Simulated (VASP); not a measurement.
A run of VASP 6.6.1 is set up as follows.

The input INCAR:

```
  ALGO = Normal
  EDIFF = 1E-6
  ENCUT = 520
  GGA = PS
  ISIF = 2
  ISMEAR = -1
  LASPH = T
  LCHARG = F
  LREAL = F
  LWAVE = F
  NBANDS = 19
  NELM = 100
  PREC = Accurate
  SIGMA = 0.05
```

Contents of KPOINTS:

```
k-points
0
Gamma
  10 10 5
```

The input POSCAR:

```
Cd
1.0
    2.8068310729      0.0000000000      0.0000000000
   -1.4034155365      2.4307870133      0.0000000000
    0.0000000000      0.0000000000      4.7508071502
Cd
2
Direct
    0.6666666667      0.3333333333      0.7500000000
    0.3333333333      0.6666666667      0.2500000000
```

Potentials or basis: VASP PAW PBE potentials, release 64 (Cd).

Launch:

```console
$ cat potpaw_PBE.64/Cd/POTCAR > POTCAR
$ mpirun -np 1 vasp_std > vasp.out
```

Q: Estimate the band gap on the k mesh.

A: Zero (band 12 reaches 6.30 eV, above the bottom of band 13 at 4.02 eV).

Q: What does it give for the pressure?

A: 31.3 GPa.

Stress tensor (GPa, compression positive):
```
31.37  0.00  0.00
 0.00 31.37  0.00
 0.00  0.00 31.19
```

Caveat: the PAW data sets were made with another functional, which shifts forces and pressure a little.
